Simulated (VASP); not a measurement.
# SnO2 (P2_12_12) in VASP: a series of runs

The runs below take SnO2 through single point, with PBEsol.

Program: VASP 6.6.1. These are calculated values, not measurements. Logs are shortened: lines on timing, memory, paths and dates and some standing lists are left out, and cuts for length are marked.

## 1. The cell of the first run

It takes space group P2_12_12 (No. 18, orthorhombic). Conventional cell: a = 4.769 Å, b = 4.769 Å, c = 3.211 Å, α = 90.00°, β = 90.00°, γ = 90.00°. Sn (site symmetry 2) has 6 O at 2.02 to 2.16 Å within 2.7 Å. Within 3.4 Å of O (site symmetry 1) lie 4 Sn at 2.02 to 3.36 Å and 12 O at 2.68 to 3.21 Å.

## 2. Single point, PBEsol (atoms displaced along several vibrational modes)

Contents of INCAR:

```
  ALGO = Normal
  EDIFF = 1E-7
  ENCUT = 520
  GGA = PS
  ISIF = 2
  ISMEAR = 0
  LASPH = True
  LCHARG = True
  LELF = True
  LREAL = False
  LVHAR = True
  LWAVE = False
  NBANDS = 35
  NELM = 100
  PREC = Accurate
  SIGMA = 0.05
```

Contents of KPOINTS:

```
k-points
0
Gamma
  6 6 8
```

Contents of POSCAR:

```
SnO2
1.0
    4.7687243422      0.0000000000      0.0000000000
    0.0000000000      4.7687243422      0.0000000000
    0.0000000000      0.0000000000      3.2113691866
Sn O
2 4
Direct
    0.0000000000      0.0000000000     -0.0669496366
    0.5000000000      0.5000000000      0.5669496366
    0.2619623263      0.3506338085      0.0384145629
    0.2380376737      0.8506338085      0.4615854371
    0.7380376737      0.6493661915      0.0384145629
    0.7619623263      0.1493661915      0.4615854371
```

Potentials or basis: VASP PAW PBE potentials, release 64 (Sn_d, O).

On the command line:

```bash
> cat potpaw_PBE.64/Sn_d/POTCAR potpaw_PBE.64/O/POTCAR > POTCAR
> mpirun -np 1 vasp_std > vasp.out
```

OUTCAR:

```text
EDIFF = 1E-7
   ENCUT = 520
   GGA = PS
   ISIF = 2
   ISMEAR = 0
   LASPH = True
   LREAL = False
   NELM = 100
   PREC = Accurate

 ion  position               nearest neighbor table
   1  0.000  0.000  0.933-   4 2.02   6 2.02   5 2.11   3 2.11   4 2.16   6 2.16   2 3.57   2 3.57
                             2 3.57   2 3.57
   2  0.500  0.500  0.567-   3 2.02   5 2.02   4 2.11   6 2.11   3 2.16   5 2.16   1 3.57   1 3.57
                             1 3.57   1 3.57
   3  0.262  0.351  0.038-   2 2.02   1 2.11   2 2.16
   4  0.238  0.851  0.462-   1 2.02   2 2.11   1 2.16
   5  0.738  0.649  0.038-   2 2.02   1 2.11   2 2.16
   6  0.762  0.149  0.462-   1 2.02   2 2.11   1 2.16

  LATTYP: Found a simple tetragonal cell.
 ALAT       =     4.7687243422
 C/A-ratio  =     0.6734231120

  Lattice vectors:

 A1 = (   4.7687243422,   0.0000000000,   0.0000000000)
 A2 = (   0.0000000000,   4.7687243422,   0.0000000000)
 A3 = (   0.0000000000,   0.0000000000,   3.2113691866)

Analysis of symmetry for initial positions (statically):
=====================================================================
 Subroutine PRICEL returns:
 Original cell was already a primitive cell.

 Routine SETGRP: Setting up the symmetry group for a
 simple tetragonal supercell.

 Subroutine GETGRP returns: Found  4 space group operations
 (whereof  2 operations were pure point group operations)
 out of a pool of 16 trial point group operations.

The static configuration has the point symmetry C_2 .
 The point group associated with its full space group is D_2 .

Analysis of symmetry for dynamics (positions and initial velocities):
=====================================================================
 Subroutine PRICEL returns:
 Original cell was already a primitive cell.

 Routine SETGRP: Setting up the symmetry group for a
 simple tetragonal supercell.

 Subroutine GETGRP returns: Found  4 space group operations
 (whereof  2 operations were pure point group operations)
 out of a pool of 16 trial point group operations.

The dynamic configuration has the point symmetry C_2 .
 The point group associated with its full space group is D_2 .

 Subroutine INISYM returns: Found  4 space group operations
 (whereof  2 operations are pure point group operations),
 and found     1 'primitive' translations
[... 101 lines left out ...]
   ENCUT  =  520.0 eV  38.22 Ry    6.18 a.u.   8.87  8.87  5.97*2*pi/ulx,y,z
   NELM   =    100;   NELMIN=  2; NELMDL= -5     # of ELM steps
   EDIFF  = 0.1E-06   stopping-criterion for ELM
   LREAL  =      F    real-space projection
   EDIFFG = 0.1E-05   stopping-criterion for IOM
   NSW    =      0    number of steps for IOM
   IBRION =     -1    ionic relax: 0-MD 1-quasi-New 2-CG
   NFREE  =      0    steps in history (QN), initial steepest desc. (CG)
   ISIF   =      2    stress and relaxation
   ISYM   =      2    0-nonsym 1-usesym 2-fastsym
   POTIM  = 0.5000    time-step for ionic-motion
   TEBEG  =    0.0;   TEEND  =   0.0 temperature during run
   PSTRESS=    0.0 pullay stress
   NELECT =      52.0000    total number of electrons
   NUPDOWN=      -1.0000    fix difference up-down
   EMIN   =  10.00;   EMAX   =-10.00  energy-range for DOS
   EFERMI =   0.00;   METHOD = LEGACY
   ISMEAR =     0;   SIGMA  =   0.05  broadening in eV -4-tet -1-fermi 0-gaus
   EFERMI_NEDOS =   21; number of points for ismear=-14 and -15
   IALGO  =     38    algorithm
   IMIX   =      4    mixing-type and parameters
     AMIX     =   0.40;   BMIX     =  1.00
     AMIX_MAG =   1.60;   BMIX_MAG =  1.00
  volume/ion in A,a.u.               =      12.17        82.14
  Fermi-wavevector in a.u.,A,eV,Ry     =   1.461878  2.762548 29.076828  2.137087
  Thomas-Fermi vector in A             =   2.578157
   LORBIT       =      0    0 simple, 1 ext, 2 COOP (PROOUT), +10 PAW based schemes
   GGA     = PS    functional components
   LHFCALC =     F    Hartree Fock is set to
   AEXX    =    0.0000 exact exchange contribution
   IVDW    =     0    specifies the selected vdW correction
   LEPSILON=     F    determine dielectric tensor
   LRPA    =     F    only Hartree local field effects (RPA)
 non-spin polarized calculation
 Gauss-broadening in eV      SIGMA  =   0.05
  energy-cutoff  :      520.00
  volume of cell :       73.03
 maximum number of plane-waves:      1994
   NGX = 17   NGY = 17   NGZ = 11

 number of electron      52.0000003 magnetization

 Free energy of the ion-electron system (eV)
  ---------------------------------------------------
  ext. energy  EPLUGINS =         0.00000000
  ---------------------------------------------------
  free energy    TOTEN  =       -39.06176146 eV

  energy without entropy =      -39.06176146  energy(sigma->0) =      -39.06176146

 E-fermi :   5.8194     XC(G=0): -11.4809

 val. band max:        5.5974447601   @ k =   0.3333   0.0000   0.0000
 cond. band min:       6.6436055518   @ k =   0.0000   0.0000   0.0000
 fundamental gap:      1.0461607917
 Fermi energy:         5.8193542790

 k-point     1 :       0.0000    0.0000    0.0000
  band No.  band energies     occupation
      1     -15.1100      2.00000
      2     -14.4865      2.00000
      3     -14.2803      2.00000
      4     -14.2714      2.00000
      5     -14.2705      2.00000
      6     -14.1533      2.00000
[... 901 lines left out ...]
     34      17.6145      0.00000
     35      17.9072      0.00000

 [... further k-points ...]

------------------------ aborting loop because EDIFF is reached ----------------------------------------

  FORCE on cell =-STRESS in cart. coord.  units (eV):
  Direction    XX          YY          ZZ          XY          YZ          ZX
  --------------------------------------------------------------------------------------
  -------------------------------------------------------------------------------------
  Total       -1.0384180     -0.5142779     -1.6967639      0.0000000      0.0000000      0.0000000
  in kB      -22.7818036    -11.2827180    -37.2252240      0.0000000      0.0000000      0.0000000
  external PRESSURE =     -23.7632485 kB  Pullay stress =       0.0000000 kB

 VOLUME and BASIS-vectors are now :
 -----------------------------------------------------------------------------
  energy-cutoff  :      520.00
  volume of cell :       73.03
      direct lattice vectors                 reciprocal lattice vectors
     4.768724342  0.000000000  0.000000000     0.209699687  0.000000000  0.000000000
     0.000000000  4.768724342  0.000000000     0.000000000  0.209699687  0.000000000
     0.000000000  0.000000000  3.211369187     0.000000000  0.000000000  0.311393659

 POSITION                                       TOTAL-FORCE (eV/Angst)
 -----------------------------------------------------------------------------------
      0.00000      0.00000      2.99637         0.000000      0.000000      1.819127
      2.38436      2.38436      1.82068         0.000000      0.000000     -1.819127
      1.24923      1.67208      0.12336         0.124006     -0.375316     -0.211536
      1.13514      4.05644      1.48232        -0.124006     -0.375316      0.211536
      3.51950      3.09665      0.12336        -0.124006      0.375316     -0.211536
      3.63359      0.71229      1.48232         0.124006      0.375316      0.211536
 -----------------------------------------------------------------------------------
    total drift:                                0.000001     -0.000000     -0.000000

  FREE ENERGIE OF THE ION-ELECTRON SYSTEM (eV)
  ---------------------------------------------------
  free  energy   TOTEN  =       -39.0617614631 eV

  energy  without entropy=      -39.0617614631  energy(sigma->0) =      -39.06176146
```

OSZICAR:

```text
N       E                     dE             d eps       ncg     rms          rms(c)
DAV:   1     0.628052256708E+03    0.62805E+03   -0.25094E+04  6096   0.234E+03
DAV:   2     0.553978911926E+02   -0.57265E+03   -0.54012E+03  6032   0.607E+02
DAV:   3    -0.395761522188E+02   -0.94974E+02   -0.93180E+02  6105   0.207E+02
DAV:   4    -0.443835294426E+02   -0.48074E+01   -0.47714E+01  7035   0.502E+01
DAV:   5    -0.445067893999E+02   -0.12326E+00   -0.12309E+00  6828   0.851E+00    0.145E+01
DAV:   6    -0.390837608592E+02    0.54230E+01   -0.15088E+01  8852   0.636E+01    0.599E+00
DAV:   7    -0.391242114059E+02   -0.40451E-01   -0.17735E+00  6247   0.752E+00    0.309E+00
DAV:   8    -0.390722697587E+02    0.51942E-01   -0.20681E-01  8210   0.372E+00    0.709E-01
DAV:   9    -0.390611974100E+02    0.11072E-01   -0.32074E-02  9089   0.283E+00    0.125E-01
DAV:  10    -0.390617157750E+02   -0.51837E-03   -0.40044E-03  7643   0.602E-01    0.493E-02
DAV:  11    -0.390617613808E+02   -0.45606E-04   -0.18958E-04  9105   0.143E-01    0.264E-02
DAV:  12    -0.390617636294E+02   -0.22486E-05   -0.13301E-05  6331   0.240E-02    0.154E-02
DAV:  13    -0.390617615473E+02    0.20821E-05   -0.87724E-06  7442   0.312E-02    0.139E-03
DAV:  14    -0.390617614631E+02    0.84226E-07   -0.84289E-07  6620   0.619E-03
   1 F= -.39061761E+02 E0= -.39061761E+02  d E =-.937003E-12
```

stdout:

```text
POSCAR found type information on POSCAR SnO
 POSCAR found :  2 types and       6 ions
 scaLAPACK will be used
 -----------------------------------------------------------------------------
|                                                                             |
|                                                                             |
|     You enforced a specific xc type in the INCAR file but a different       |
|     I HOPE YOU KNOW WHAT YOU ARE DOING!                                     |
|                                                                             |
 -----------------------------------------------------------------------------

 LDA part: xc-table for (Slater+PW92), standard interpolation
 POSCAR, INCAR and KPOINTS ok, starting setup
 FFT: planning ... GRIDC
 FFT: planning ... GRID_SOFT
 FFT: planning ... GRID
 WAVECAR not read
 entering main loop
```

Run time: 2.7 min. Hardware: 1 thread of Intel Xeon 8259CL, shared host; peak memory 0.28 GiB.

Results:

| Quantity | Value |
| --- | --- |
| Free energy | -39.0618 eV |
| Pressure | -2.4 GPa |
| Largest force | 1.819 eV/Å |
| Band gap on the k mesh | 1.05 eV (least direct gap 1.15 eV) |

Forces on the atoms (eV/Å):
```
Sn   0.000  0.000  1.819
Sn   0.000  0.000 -1.819
O    0.124 -0.375 -0.212
O   -0.124 -0.375  0.212
O   -0.124  0.375 -0.212
O    0.124  0.375  0.212
```

Stress tensor (GPa, compression positive):
```
-2.28  0.00  0.00
 0.00 -1.13  0.00
 0.00  0.00 -3.72
```

Levels at points of the mesh, in eV from the valence-band top:
```
           k point  band 22  band 23  band 24  band 25  band 26  band 27  band 28  band 29  band 30  band 31
(0.00, 0.00, 0.00)    -1.17    -0.91    -0.37    -0.23    -0.11     1.05     5.71     6.14     6.44    10.00
(0.50, 0.00, 0.00)    -1.43    -0.97    -0.97     0.00     0.00     3.64     3.64     6.25     6.25    10.38
(0.00, 0.50, 0.00)    -1.89    -0.95    -0.95    -0.47    -0.47     4.11     4.11     7.50     7.50     9.99
(0.50, 0.50, 0.00)    -1.84    -1.11    -1.11    -0.46    -0.46     4.45     4.45     6.94     6.94    10.56
(0.00, 0.00, 0.50)    -2.29    -1.82    -1.04    -0.63    -0.63     5.09     5.97     8.88     9.38     9.79
(0.50, 0.00, 0.50)    -1.84    -0.89    -0.89    -0.52    -0.52     5.84     5.84     7.88     7.88    10.12
(0.00, 0.50, 0.50)    -1.21    -0.90    -0.90    -0.34    -0.34     5.55     5.55     7.19     7.19    10.68
(0.50, 0.50, 0.50)    -2.15    -0.78    -0.78    -0.37    -0.37     4.53     4.53     8.30     8.30    10.45
```

Caveat: the cell differs from its parent crystal (atoms displaced along several vibrational modes); the PAW data sets were made with another functional, which shifts forces and pressure a little; spin-orbit coupling is left out, which moves the levels of the heavy elements. A k mesh can miss the band edges.

## 3. Single point, PBEsol (atoms displaced along several vibrational modes)

Contents of INCAR:

```
PREC     = Accurate       # precision mode
ENCUT    = 520            # plane-wave cutoff, eV
EDIFF    = 1E-6           # SCF threshold, eV
ISMEAR   = 0              # smearing method
SIGMA    = 0.05           # smearing width, eV
LREAL    = False          # projectors in reciprocal space
LASPH    = True           # aspherical terms in the spheres
NELM     = 80             # most SCF steps
ALGO     = Normal         # electronic algorithm
ISIF     = 2              # what is computed and relaxed
LWAVE    = False          # write WAVECAR
LCHARG   = False          # write CHGCAR
GGA      = PS             # functional
NBANDS   = 35             # bands
```

Contents of KPOINTS:

```
Automatic mesh
0
Gamma
  6 6 8
```

Contents of POSCAR:

```
SnO2
1.0
    4.7687243422      0.0000000000      0.0000000000
    0.0000000000      4.7687243422      0.0000000000
    0.0000000000      0.0000000000      3.2113691866
Sn O
2 4
Direct
    0.0000000000      0.0000000000     -0.0334748183
    0.5000000000      0.5000000000      0.5334748183
    0.2176265853      0.3949695495      0.0192072814
    0.2823734147      0.8949695495      0.4807927186
    0.7823734147      0.6050304505      0.0192072814
    0.7176265853      0.1050304505      0.4807927186
```

Potentials or basis: VASP PAW PBE potentials, release 64 (Sn_d, O).

On the command line:

```bash
> cat potpaw_PBE.64/Sn_d/POTCAR potpaw_PBE.64/O/POTCAR > POTCAR
> mpirun -np 1 vasp_std > vasp.out
```

It took 2.5 min on 1 thread of Intel Xeon 8259CL, shared host; peak memory 0.28 GiB.

It converged, with:

- Free energy: -38.1394 eV
- Pressure: -8.2 GPa
- Largest force: 2.237 eV/Å
- Band gap on the k mesh: 0.35 eV

Forces in eV/Å, atoms in the order of the input:
```
Sn   0.000  0.000  0.659
Sn   0.000  0.000 -0.659
O    2.070 -0.826 -0.192
O   -2.070 -0.826  0.192
O   -2.070  0.826 -0.192
O    2.070  0.826  0.192
```

Stress tensor (GPa, compression positive):
```
 -5.42   0.00   0.00
  0.00  -7.77   0.00
  0.00   0.00 -11.50
```

Levels at points of the mesh, in eV from the valence-band top:
| k point | band 22 | band 23 | band 24 | band 25 | band 26 | band 27 | band 28 | band 29 | band 30 | band 31 |
| --- | --- | --- | --- | --- | --- | --- | --- | --- | --- | --- |
| (0.00, 0.00, 0.00) | -1.45 | -1.03 | -1.00 | -0.32 | 0.00 | 0.35 | 4.31 | 5.81 | 6.28 | 8.28 |
| (0.50, 0.00, 0.00) | -1.57 | -1.41 | -1.41 | -0.72 | -0.72 | 2.68 | 2.68 | 5.40 | 5.40 | 9.18 |
| (0.00, 0.50, 0.00) | -2.50 | -1.23 | -1.23 | -0.53 | -0.53 | 3.26 | 3.26 | 7.10 | 7.10 | 8.58 |
| (0.50, 0.50, 0.00) | -2.51 | -1.71 | -1.71 | -0.47 | -0.47 | 3.72 | 3.72 | 5.72 | 5.72 | 9.34 |
| (0.00, 0.00, 0.50) | -3.10 | -2.27 | -1.92 | -0.16 | -0.14 | 3.74 | 4.12 | 7.40 | 7.87 | 8.84 |
| (0.50, 0.00, 0.50) | -2.57 | -1.78 | -1.78 | -0.76 | -0.76 | 4.47 | 4.47 | 6.99 | 6.99 | 9.13 |
| (0.00, 0.50, 0.50) | -1.87 | -1.48 | -1.48 | -0.01 | -0.01 | 4.00 | 4.00 | 5.71 | 5.71 | 9.86 |
| (0.50, 0.50, 0.50) | -2.54 | -1.69 | -1.69 | -0.54 | -0.54 | 3.61 | 3.61 | 7.59 | 7.59 | 8.53 |

Caveat: the cell differs from its parent crystal (atoms displaced along several vibrational modes); the stress differs along the axes, from -12 to -5 GPa; semilocal functionals underestimate gaps, and a narrow one can read as zero; the PAW data sets were made with another functional, which shifts forces and pressure a little; spin-orbit coupling is left out, which moves the levels of the heavy elements.
